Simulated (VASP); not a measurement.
Here is a VASP 6.6.1 calculation.

File INCAR:

```
SYSTEM = HfH3
PREC = Accurate
ENCUT = 600
EDIFF = 1E-6
ISMEAR = 1
SIGMA = 0.1
LREAL = .FALSE.
LASPH = .TRUE.
NELM = 60
ALGO = Normal
ISIF = 3
LWAVE = .FALSE.
LCHARG = .FALSE.
GGA = PS
IVDW = 12
IBRION = 2
NSW = 80
EDIFFG = -0.01
```

Contents of KPOINTS:

```
regular mesh
0
G
  7 7 7
  0 0 0
```

File POSCAR:

```
HfH3
1.0
    3.0845540000      0.0000000000      0.0000000000
    0.0000000000      3.0845540000      0.0000000000
    0.0000000000      0.0000000000      3.0845540000
Hf H
1 3
Direct
    0.0000000000      0.0000000000      0.0000000000
    0.0000000000      0.5000000000      0.5000000000
    0.5000000000      0.0000000000      0.5000000000
    0.5000000000      0.5000000000      0.0000000000
```

Potentials or basis: VASP PAW PBE potentials, release 64 (Hf_pv, H).

Command:

```bash
$ cat potpaw_PBE.64/Hf_pv/POTCAR potpaw_PBE.64/H/POTCAR > POTCAR
$ mpirun -np 1 vasp_std > vasp.out
```

Task: Estimate the relaxed volume.

Result: 6.91 Å³/atom.

Task: Estimate the dispersion energy per atom.

Result: -0.187 eV.

Step by step:
```csv
step,energy change (eV),largest force (eV/Å),pressure (GPa),volume (Å³)
1,0.0000,0.0000,-8.39,29.35
2,-0.0473,0.0000,-0.62,27.75
3,-0.0475,0.0000,-0.03,27.64
```

Caveat: the PAW data sets were made with another functional, which shifts forces and pressure a little; pairwise dispersion overbinds metals, which lowers pressure and volume.
